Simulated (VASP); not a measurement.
A run of VASP 6.6.1:

The input POSCAR:

```
Cu2O
1.0
    4.2459160070      0.0000000000      0.0000000000
    0.0000000000      4.2459160070      0.0000000000
    0.0000000000      0.0000000000      4.2459160070
Cu O
4 2
Direct
    0.2500000000      0.2500000000      0.7500000000
    0.7500000000      0.2500000000      0.2500000000
    0.2500000000      0.7500000000      0.2500000000
    0.7500000000      0.7500000000      0.7500000000
    0.5000000000      0.5000000000      0.5000000000
    0.0000000000      0.0000000000      0.0000000000
```

File INCAR.step1:

```
PREC     = Accurate       # precision mode
ENCUT    = 660            # plane-wave cutoff, eV
ISMEAR   = 0              # smearing method
SIGMA    = 0.02           # smearing width, eV
LREAL    = False          # projectors in reciprocal space
LASPH    = True           # aspherical terms in the spheres
NELM     = 120            # most SCF steps
NBANDS   = 37             # bands
GGA      = PE             # functional
ALGO     = Normal         # electronic algorithm
EDIFF    = 1E-5           # SCF threshold, eV
LWAVE    = True           # write WAVECAR
LCHARG   = False          # write CHGCAR
GGA_COMPAT= False
```

The input INCAR.step2:

```
PREC     = Accurate       # precision mode
ENCUT    = 660            # plane-wave cutoff, eV
EDIFF    = 1E-6           # SCF threshold, eV
ISMEAR   = 0              # smearing method
SIGMA    = 0.02           # smearing width, eV
LREAL    = False          # projectors in reciprocal space
LASPH    = True           # aspherical terms in the spheres
NELM     = 120            # most SCF steps
ALGO     = Normal         # electronic algorithm
ISIF     = 2              # what is computed and relaxed
LWAVE    = False          # write WAVECAR
LCHARG   = False          # write CHGCAR
METAGGA  = R2SCAN         # meta-GGA
LMIXTAU  = True         
NBANDS   = 37             # bands
ISTART   = 1            
GGA_COMPAT= False
```

KPOINTS

```
Automatic mesh
0
Gamma
  6 6 6
```

Potentials or basis: VASP PAW PBE potentials, release 64 (Cu, O).

Launch:

```console
$ cat potpaw_PBE.64/Cu/POTCAR potpaw_PBE.64/O/POTCAR > POTCAR
$ cp INCAR.step1 INCAR
$ mpirun -np 1 vasp_std > vasp.out
$ cp INCAR.step2 INCAR
$ mpirun -np 1 vasp_std > vasp.out
```

Hardware: 1 thread of Intel(R) Xeon(R) Platinum 8375C CPU @ 2.90GHz (Ice Lake), with other jobs on the host.

Task: Estimate the wall time of this run.

Result: Wall time 2.6 min on 1 thread of Intel(R) Xeon(R) Platinum 8375C CPU @ 2.90GHz (Ice Lake), on a shared host, peak memory 0.25 GiB. Counts: k points 20.
